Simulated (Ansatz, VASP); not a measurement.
**Te: VASP beside Ansatz**

INCAR

```
ALGO = Normal
EDIFF = 1E-7
ENCUT = 520
ISIF = 2
ISMEAR = -1
LASPH = T
LCHARG = F
LREAL = F
LWAVE = F
NBANDS = 9
NELM = 80
PREC = Accurate
SIGMA = 0.1
```

Contents of KPOINTS:

```
k-points
0
Gamma
  11 11 11
```

File POSCAR:

```
Te
1.0
    3.2532054063      0.0000000000      0.0000000000
    0.0000000000      3.2532054063      0.0000000000
    0.0000000000      0.0000000000      3.2532054063
Te
1
Direct
    0.0000000000      0.0000000000      0.0000000000
```

Input for Ansatz:

```yaml
crystal:
  lattice:
    - [3.2532054063, 0.0, 0.0]
    - [0.0, 3.2532054063, 0.0]
    - [0.0, 0.0, 3.2532054063]
  atoms:
    - { symbol: Te, position: [0.0, 0.0, 0.0] }
hamiltonian:
  xc: lda
  pseudopotentials:
    kind: paw
    azcp:
      Te: "pseudopotentials/Te.paw.azcp"
basis:
  ecutwfc: 420
  fft_grid_basis: typed
kpoints:
  mp_grid: { grid: [11, 11, 11], shift: [0, 0, 0] }
magnetization:
  spin_polarized: false
scf:
  occupations: { method: fermi_dirac, width: 0.1 }
  lower_state_search: "off"
output:
  stress: true
```

Alike in both runs: task single point; functional LDA; k mesh 11 × 11 × 11; occupations fermi-dirac, width 0.1 eV; no spin polarisation.

|  | VASP | Ansatz |
| --- | --- | --- |
| version | VASP 6.6.1 | Ansatz 0.2.0 |
| potentials or method | VASP PAW LDA potentials, release 64 (Te), cutoff 520 eV | plane waves (420 eV) with PAW, scalar-relativistic |
| valence electrons in the cell | 6 | 16 |

|  | VASP | Ansatz | Ansatz less VASP |
| --- | --- | --- | --- |
| pressure (GPa) | -5.3 | -5.3 | -0.03 |

Ansatz warns that its potentials were made for another functional, while VASP's fit it. LDA's correlation is that of Perdew and Zunger in VASP and of Perdew and Wang (1992) in Ansatz. VASP's potentials hold 6 valence electrons a cell and Ansatz's 16, so a difference there can come from the potentials and not from the codes.

Spin-orbit coupling is off throughout.
